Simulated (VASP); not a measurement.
Si6N, 7 atoms in the cell. The cell holds a slab with vacuum, 7 atoms: a = 3.802 Å, b = 3.802 Å, c = 22.453 Å, α = 90.00°, β = 90.00°, γ = 120.00°. 

| Property | Result |
| --- | --- |
| Program | VASP 6.6.1 |
| Task | single point |
| Functional | LDA |
| Potentials or basis | VASP PAW LDA potentials, release 64 (Si, N) |
| Cutoff | 520 eV |
| k mesh | 9 × 9 × 1 |
| Occupations | gaussian, width 0.05 eV |
| Spin | collinear spin, ferromagnetic start |
| Starting moments | [0.0, 0.0, 0.0, 0.0, 0.0, 0.0, 3.0] μB |
| Dipole correction | yes |
| Further INCAR settings | ALGO = Fast; EDIFF = 1e-06; NBANDS = 28 |

Potentials or basis: VASP PAW LDA potentials, release 64 (Si, N).

The run is started by

```console
$ cat potpaw_LDA.64/Si/POTCAR potpaw_LDA.64/N/POTCAR > POTCAR
$ mpirun -np 1 vasp_std > vasp.out
```

Hardware: 1 thread of Oxide Virtual Turin-like Processor, on a shared host.

Q: Estimate the wall time of this run.

A: Run time: 31 min on 1 thread of Oxide Virtual Turin-like Processor, on a shared host, peak memory 0.56 GiB. Counts: scf iterations 31, k points 41.
